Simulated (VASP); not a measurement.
# Ta2PbO3 (Amm2) in VASP: a series of runs

The runs below take Ta2PbO3 through single point, relaxation of cell and atoms, with PBE.

Everything below comes from runs of VASP 6.6.1. Logs are shortened: lines on timing, memory, paths and dates and some standing lists are left out, and cuts for length are marked.

## Step 1: The cell of the first run

Symmetry: Amm2, No. 38, orthorhombic system. Conventional cell: a = 2.962 Å, b = 6.799 Å, c = 9.184 Å, α = 90.00°, β = 90.00°, γ = 90.00°. Within 2.7 Å of Ta (site symmetry mm2) lie 4 O at 2.06 to 2.17 Å. Within 2.7 Å of Ta (site symmetry mm2) lie 5 O at 2.04 to 2.09 Å. Within 3.9 Å of Pb (site symmetry mm2) lie 5 Ta at 2.95 to 3.75 Å and 2 Pb at 2.96 Å and 10 O at 3.23 to 3.43 Å. O (site symmetry mm2) has 3 Ta at 2.04 to 2.17 Å within 2.7 Å. O (site symmetry m) has 3 Ta at 2.06 to 2.09 Å within 2.7 Å.

## Step 2: Single point, PBE

The input, INCAR:

```
ALGO = Normal
EDIFF = 1E-6
ENCUT = 520
GGA = PE
ISIF = 2
ISMEAR = 0
LASPH = T
LCHARG = F
LREAL = F
LWAVE = F
NBANDS = 36
NELM = 80
PREC = Accurate
SIGMA = 0.1
```

The input, KPOINTS:

```
k-points
0
Gamma
  10 6 6
```

The input, POSCAR:

```
Ta2PbO3
1.0
    2.9616564445      0.0000000000      0.0000000000
    0.0000000000      3.3996058206      4.5922434065
    0.0000000000     -3.3996058206      4.5922434065
Ta Pb O
2 1 3
Direct
    0.0000000000      0.9470548569      0.9470548569
    0.5000000000      0.5525332414      0.5525332414
    0.5000000000      0.2254110432      0.2254110432
    0.5000000000      0.7742620340      0.7742620340
    0.0000000000      0.2943835542      0.7063552504
    0.0000000000      0.7063552504      0.2943835542
```

Potentials or basis: VASP PAW PBE potentials, release 64 (Ta_pv, Pb_d, O).

On the command line:

```sh
> cat potpaw_PBE.64/Ta_pv/POTCAR potpaw_PBE.64/Pb_d/POTCAR potpaw_PBE.64/O/POTCAR > POTCAR
> mpirun -np 1 vasp_std > vasp.out
```

OUTCAR:

```text
EDIFF = 1E-6
   ENCUT = 520
   GGA = PE
   ISIF = 2
   ISMEAR = 0
   LASPH = T
   LREAL = F
   NELM = 80
   PREC = Accurate

 ion  position               nearest neighbor table
   1  0.000  0.947  0.947-   5 2.06   6 2.06   4 2.17   4 2.17   3 2.95   3 2.95
   2  0.500  0.553  0.553-   4 2.04   5 2.09   6 2.09   5 2.09   6 2.09   3 3.00   3 3.75   3 3.75

   3  0.500  0.225  0.225-   1 2.95   1 2.95   2 3.00   2 3.75   2 3.75
   4  0.500  0.774  0.774-   2 2.04   1 2.17   1 2.17
   5  0.000  0.294  0.706-   1 2.06   2 2.09   2 2.09
   6  0.000  0.706  0.294-   1 2.06   2 2.09   2 2.09

  LATTYP: Found a base centered orthorhombic cell.
 ALAT       =     6.7992116412
 B/A-ratio  =     1.3508164325
 C/A-ratio  =     0.4355882124

  Lattice vectors:

 A1 = (   0.0000000000,   3.3996058206,  -4.5922434065)
 A2 = (   0.0000000000,   3.3996058206,   4.5922434065)
 A3 = (   2.9616564445,   0.0000000000,   0.0000000000)

Analysis of symmetry for initial positions (statically):
=====================================================================
 Subroutine PRICEL returns:
 Original cell was already a primitive cell.

 Routine SETGRP: Setting up the symmetry group for a
 base centered orthorhombic supercell.

 Subroutine GETGRP returns: Found  4 space group operations
 (whereof  4 operations were pure point group operations)
 out of a pool of  8 trial point group operations.

The static configuration has the point symmetry C_2v.

Analysis of symmetry for dynamics (positions and initial velocities):
=====================================================================
 Subroutine PRICEL returns:
 Original cell was already a primitive cell.

 Routine SETGRP: Setting up the symmetry group for a
 base centered orthorhombic supercell.

 Subroutine GETGRP returns: Found  4 space group operations
 (whereof  4 operations were pure point group operations)
 out of a pool of  8 trial point group operations.

The dynamic configuration has the point symmetry C_2v.

 Subroutine INISYM returns: Found  4 space group operations
 (whereof  4 operations are pure point group operations),
 and found     1 'primitive' translations

----------------------------------------------------------------------------------------

                                     Primitive cell

  volume of cell :      92.4737

  direct lattice vectors                    reciprocal lattice vectors
     2.961656444  0.000000000  0.000000000     0.337648886  0.000000000  0.000000000
     0.000000000  3.399605821  4.592243406     0.000000000  0.147075875  0.108879246
     0.000000000 -3.399605821  4.592243406     0.000000000 -0.147075875  0.108879246

  length of vectors
     2.961656444  5.713669507  5.713669507     0.337648886  0.182991812  0.182991812

  position of ions in fractional coordinates (direct lattice)
     0.000000000  0.947054857  0.947054857
     0.500000000  0.552533241  0.552533241
     0.500000000  0.225411043  0.225411043
     0.500000000  0.774262034  0.774262034
     0.000000000  0.294383554  0.706355250
     0.000000000  0.706355250  0.294383554

  ion indices of the primitive-cell ions
   primitive index   ion index
                 1           1
                 2           2
                 3           3
                 4           4
                 5           5
                 6           6

----------------------------------------------------------------------------------------

 KPOINTS: k-points

Automatic generation of k-mesh.
 Grid dimensions read from file:
 generate k-points for:   10    6    6

 Generating k-lattice:

  Cartesian coordinates                     Fractional coordinates (reciprocal lattice)
     0.033764889  0.000000000  0.000000000     0.100000000  0.000000000  0.000000000
     0.000000000  0.024512646  0.018146541     0.000000000  0.166666667 -0.000000000
     0.000000000 -0.024512646  0.018146541     0.000000000 -0.000000000  0.166666667

  Length of vectors
     0.033764889  0.030498635  0.030498635

  Shift w.r.t. Gamma in fractional coordinates (k-lattice)
     0.000000000  0.000000000  0.000000000

 Subroutine IBZKPT returns following result:
 ===========================================

 Found     78 irreducible k-points:

 Following reciprocal coordinates:
            Coordinates               Weight
  0.000000  0.000000  0.000000      1.000000
  0.100000  0.000000  0.000000      2.000000
  0.200000  0.000000  0.000000      2.000000
  0.300000  0.000000  0.000000      2.000000
  0.400000  0.000000  0.000000      2.000000
  0.500000  0.000000  0.000000      1.000000
[... 16 lines left out ...]
  0.400000  0.500000  0.000000      4.000000
  0.500000  0.500000  0.000000      2.000000
 [... further k-points ...]
   k-points           NKPTS =     78   k-points in BZ     NKDIM =     78   number of bands    NBANDS=     36
   number of dos      NEDOS =    301   number of ions     NIONS =      6
   total plane-waves  NPLWV =  42336
   dimension x,y,z NGX =    24 NGY =   42 NGZ =   42
   dimension x,y,z NGXF=    48 NGYF=   84 NGZF=   84
   ions per type =               2   1   3
   NGX,Y,Z   is equivalent  to a cutoff of  13.47, 12.22, 12.22 a.u.
   NGXF,Y,Z  is equivalent  to a cutoff of  26.94, 24.44, 24.44 a.u.
 SYSTEM =  unknown system
   PREC   = accura    normal or accurate (medium, high low for compatibility)
   ISTART =      0    job   : 0-new  1-cont  2-samecut
   ICHARG =      2    charge: 1-file 2-atom 10-const
   ISPIN  =      1    spin polarized calculation?
   LNONCOLLINEAR =      F non collinear calculations
   LSORBIT =      F    spin-orbit coupling
   LASPH  =      T    aspherical Exc in radial PAW
   ENCUT  =  520.0 eV  38.22 Ry    6.18 a.u.   5.51 10.62 10.62*2*pi/ulx,y,z
   NELM   =     80;   NELMIN=  2; NELMDL= -5     # of ELM steps
   EDIFF  = 0.1E-05   stopping-criterion for ELM
   LREAL  =      F    real-space projection
   EDIFFG = 0.1E-04   stopping-criterion for IOM
   NSW    =      0    number of steps for IOM
   IBRION =     -1    ionic relax: 0-MD 1-quasi-New 2-CG
   NFREE  =      0    steps in history (QN), initial steepest desc. (CG)
   ISIF   =      2    stress and relaxation
   ISYM   =      2    0-nonsym 1-usesym 2-fastsym
   POTIM  = 0.5000    time-step for ionic-motion
   TEBEG  =    0.0;   TEEND  =   0.0 temperature during run
   PSTRESS=    0.0 pullay stress
   NELECT =      54.0000    total number of electrons
   NUPDOWN=      -1.0000    fix difference up-down
   EMIN   =  10.00;   EMAX   =-10.00  energy-range for DOS
   EFERMI =   0.00;   METHOD = LEGACY
   ISMEAR =     0;   SIGMA  =   0.10  broadening in eV -4-tet -1-fermi 0-gaus
   EFERMI_NEDOS =   21; number of points for ismear=-14 and -15
   IALGO  =     38    algorithm
   IMIX   =      4    mixing-type and parameters
     AMIX     =   0.40;   BMIX     =  1.00
     AMIX_MAG =   1.60;   BMIX_MAG =  1.00
  volume/ion in A,a.u.               =      15.41       104.01
  Fermi-wavevector in a.u.,A,eV,Ry     =   1.368359  2.585823 25.475633  1.872406
  Thomas-Fermi vector in A             =   2.494330
   LORBIT       =      0    0 simple, 1 ext, 2 COOP (PROOUT), +10 PAW based schemes
   GGA     = PE    functional components
   LHFCALC =     F    Hartree Fock is set to
   AEXX    =    0.0000 exact exchange contribution
   IVDW    =     0    specifies the selected vdW correction
   LEPSILON=     F    determine dielectric tensor
   LRPA    =     F    only Hartree local field effects (RPA)
 non-spin polarized calculation
 Gauss-broadening in eV      SIGMA  =   0.10
  energy-cutoff  :      520.00
  volume of cell :       92.47
 maximum number of plane-waves:      2529
 NGX is ok and might be reduce to    24
   NGX = 11   NGY = 21   NGZ = 21

 number of electron      53.9999987 magnetization

 Free energy of the ion-electron system (eV)
  ---------------------------------------------------
  ext. energy  EPLUGINS =         0.00000000
  ---------------------------------------------------
  free energy    TOTEN  =       -50.92998802 eV

  energy without entropy =      -50.91491009  energy(sigma->0) =      -50.92244905

 E-fermi :   6.4225     XC(G=0): -11.1476

 val. band max:        6.4140822452   @ k =   0.0000   0.3333   0.1667
 cond. band min:       6.4317545118   @ k =   0.3000   0.1667   0.0000
 fundamental gap:      0.0176722666
 Fermi energy:         6.4225382444

 k-point     1 :       0.0000    0.0000    0.0000
  band No.  band energies     occupation
      1     -29.8605      2.00000
      2     -29.7955      2.00000
      3     -29.6094      2.00000
      4     -29.3706      2.00000
      5     -29.2281      2.00000
      6     -28.7335      2.00000
[... 28 lines left out ...]
     35      10.1558      0.00000
     36      11.6513      0.00000

 k-point     2 :       0.1000    0.0000    0.0000
  band No.  band energies     occupation
      1     -29.8538      2.00000
      2     -29.7809      2.00000
      3     -29.6052      2.00000
      4     -29.4414      2.00000
      5     -29.2197      2.00000
      6     -28.7929      2.00000
[... 28 lines left out ...]
     35      10.2718      0.00000
     36      11.7214      0.00000

 k-point     3 :       0.2000    0.0000    0.0000
  band No.  band energies     occupation
      1     -29.8369      2.00000
      2     -29.7416      2.00000
      3     -29.6222      2.00000
      4     -29.5948      2.00000
      5     -29.1976      2.00000
      6     -28.9455      2.00000
[... 28 lines left out ...]
     35      10.6114      0.00000
     36      11.6345      0.00000
[... 742 lines left out ...]
 k-point    23 :       0.4000    0.5000    0.0000
  band No.  band energies     occupation
      1     -30.0181      2.00000
      2     -29.7943      2.00000
      3     -29.6293      2.00000
      4     -29.5882      2.00000
      5     -29.2766      2.00000
      6     -29.1430      2.00000
[... 28 lines left out ...]
     35      10.1949      0.00000
     36      11.9748      0.00000

 k-point    24 :       0.5000    0.5000    0.0000
  band No.  band energies     occupation
      1     -30.0806      2.00000
      2     -29.7879      2.00000
      3     -29.6156      2.00000
      4     -29.5831      2.00000
      5     -29.3298      2.00000
      6     -29.1351      2.00000
[... 28 lines left out ...]
     35      10.2399      0.00000
     36      12.8738      0.00000

 [... further k-points ...]

------------------------ aborting loop because EDIFF is reached ----------------------------------------

  FORCE on cell =-STRESS in cart. coord.  units (eV):
  Direction    XX          YY          ZZ          XY          YZ          ZX
  --------------------------------------------------------------------------------------
  -------------------------------------------------------------------------------------
  Total        0.1719388      0.2118653      0.0935270      0.0000000      0.0000000      0.0000000
  in kB        2.9789713      3.6707291      1.6204266      0.0000000      0.0000000      0.0000000
  external PRESSURE =       2.7567090 kB  Pullay stress =       0.0000000 kB

 VOLUME and BASIS-vectors are now :
 -----------------------------------------------------------------------------
  energy-cutoff  :      520.00
  volume of cell :       92.47
      direct lattice vectors                 reciprocal lattice vectors
     2.961656444  0.000000000  0.000000000     0.337648886  0.000000000  0.000000000
     0.000000000  3.399605821  4.592243406     0.000000000  0.147075875  0.108879246
     0.000000000 -3.399605821  4.592243406     0.000000000 -0.147075875  0.108879246

 POSITION                                       TOTAL-FORCE (eV/Angst)
 -----------------------------------------------------------------------------------
      0.00000      0.00000      8.69821         0.000000      0.000000      0.022911
      1.48083      0.00000      5.07473         0.000000      0.000000     -0.019039
      1.48083      0.00000      2.07028         0.000000      0.000000      0.002555
      1.48083      0.00000      7.11120         0.000000      0.000000      0.011087
      0.00000     -1.40054      4.59564         0.000000     -0.021767     -0.008756
      0.00000      1.40054      4.59564         0.000000      0.021767     -0.008756
 -----------------------------------------------------------------------------------
    total drift:                                0.000000     -0.000000     -0.000592

  FREE ENERGIE OF THE ION-ELECTRON SYSTEM (eV)
  ---------------------------------------------------
  free  energy   TOTEN  =       -50.9299880184 eV

  energy  without entropy=      -50.9149100866  energy(sigma->0) =      -50.92244905
```

Wall time 3.8 min (1 thread of Intel Xeon 6975P-C, shared host); peak memory 0.36 GiB.

Results:

| Property | Result |
| --- | --- |
| Free energy | -50.9300 eV |
| Pressure | 0.3 GPa |
| Largest force | 0.023 eV/Å |
| Band gap on the k mesh | zero (band 27 reaches 6.86 eV, above the bottom of band 28 at 5.94 eV) |

Forces in eV/Å, atoms in the order of the input:
```
Ta   0.000  0.000  0.023
Ta   0.000  0.000 -0.019
Pb   0.000  0.000  0.003
O    0.000  0.000  0.011
O    0.000 -0.022 -0.009
O    0.000  0.022 -0.009
```

Caveat: spin-orbit coupling is left out, which moves the levels of the heavy elements.

## Step 3: Relaxation of cell and atoms, PBE

The input, INCAR:

```
SYSTEM = Ta2PbO3
PREC = Accurate
ENCUT = 600
EDIFF = 1E-6
ISMEAR = 0
SIGMA = 0.1
LREAL = .FALSE.
LASPH = .TRUE.
NELM = 60
ALGO = Normal
ISIF = 3
LWAVE = .FALSE.
LCHARG = .FALSE.
GGA = PE
IBRION = 2
NSW = 100
EDIFFG = -0.01
```

The input, KPOINTS:

```
regular mesh
0
G
  10 6 6
  0 0 0
```

The input, POSCAR:

```
Ta2PbO3
1.0
    2.9654780019      0.0000000000      0.0000000000
    0.0000000000      3.3783317256      4.6176753022
    0.0000000000     -3.3783317256      4.6176753022
Ta Pb O
2 1 3
Direct
    0.0000000000      0.9458287940      0.9458287940
    0.5000000000      0.5544877059      0.5544877059
    0.5000000000      0.2254489227      0.2254489227
    0.5000000000      0.7735422834      0.7735422834
    0.0000000000      0.2958253502      0.7048669239
    0.0000000000      0.7048669239      0.2958253502
```

Potentials or basis: VASP PAW PBE potentials, release 64 (Ta_pv, Pb_d, O).

On the command line:

```sh
> cat potpaw_PBE.64/Ta_pv/POTCAR potpaw_PBE.64/Pb_d/POTCAR potpaw_PBE.64/O/POTCAR > POTCAR
> mpirun -np 1 vasp_std > vasp.out
```

Wall time 10 min (1 thread of Intel Xeon 6975P-C (Granite Rapids), shared host); peak memory 0.43 GiB.

Results (log left out):

```yaml
Free_energy: -50.9377 eV
Relaxed_volume: 15.43 Å³/atom
Relaxed_cell: a = 2.964 Å, b = 5.713 Å, c = 5.713 Å, α = 73.11°, β = 90.00°, γ = 90.00°
Space_group_after_relaxing_to_0.05_Å: Amm2 (No. 38)
Energy_gained_by_relaxing: 1.2 meV/atom
Ionic_steps: 9
Pressure_after_relaxing: 0.0 GPa
Largest_force_after_relaxing: 0.009 eV/Å
Band_gap_on_the_k_mesh: zero (band 27 reaches 6.85 eV, above the bottom of band 28 at 5.93 eV)
```

Forces in eV/Å, atoms in the order of the input:
```
Ta   0.000  0.000  0.002
Ta   0.000  0.000  0.008
Pb   0.000  0.000  0.005
O    0.000  0.000 -0.009
O    0.000 -0.004 -0.003
O    0.000  0.004 -0.003
```

The path:
```tsv
step	energy change (eV)	largest force (eV/Å)	pressure (GPa)	volume (Å³)
1	0.0000	0.1917	0.20	92.52
2	-0.0050	0.1108	-0.32	92.79
3	-0.0056	0.0835	-0.57	92.91
4	-0.0063	0.0897	0.60	92.26
5	-0.0069	0.0846	0.13	92.52
6	-0.0072	0.0290	-0.03	92.58
7	-0.0072	0.0194	-0.02	92.57
8	-0.0073	0.0102	0.01	92.56
9	-0.0073	0.0094	0.00	92.56
```

Final structure:
```
Ta Pb O
1.0
     2.96378    0.00000    0.00000
     0.00000    3.40247    4.58920
     0.00000   -3.40247    4.58920
Ta Pb O
2 1 3
Direct
  0.00000 0.94728 0.94728
  0.50000 0.55222 0.55222
  0.50000 0.22549 0.22549
  0.50000 0.77453 0.77453
  0.00000 0.29411 0.70637
  0.00000 0.70637 0.29411
```

Levels at points of the mesh, in eV from the Fermi level:
| k point | band 23 | band 24 | band 25 | band 26 | band 27 | band 28 | band 29 | band 30 | band 31 | band 32 |
| --- | --- | --- | --- | --- | --- | --- | --- | --- | --- | --- |
| (0.00, 0.00, 0.00) | -4.62 | -4.42 | -1.79 | -1.05 | -0.45 | 0.50 | 0.69 | 1.81 | 1.91 | 1.99 |
| (0.50, 0.00, 0.00) | -5.22 | -4.99 | -3.07 | -1.52 | -0.77 | 0.62 | 1.60 | 1.60 | 2.57 | 3.33 |
| (0.00, 0.50, 0.00) | -4.86 | -4.73 | -2.77 | -1.25 | -0.60 | -0.01 | 1.32 | 1.65 | 2.03 | 2.72 |
| (0.50, 0.50, 0.00) | -5.00 | -4.85 | -2.46 | -0.90 | -0.12 | -0.10 | 1.37 | 1.93 | 1.97 | 2.45 |
| (0.00, 0.50, 0.50) | -4.84 | -4.69 | -2.28 | -1.72 | -0.80 | -0.48 | 1.49 | 1.95 | 2.11 | 2.16 |
| (0.50, 0.50, 0.50) | -5.17 | -5.10 | -2.01 | -1.04 | 0.40 | 0.75 | 1.03 | 1.40 | 2.86 | 3.00 |

Caveat: spin-orbit coupling is left out, which moves the levels of the heavy elements.
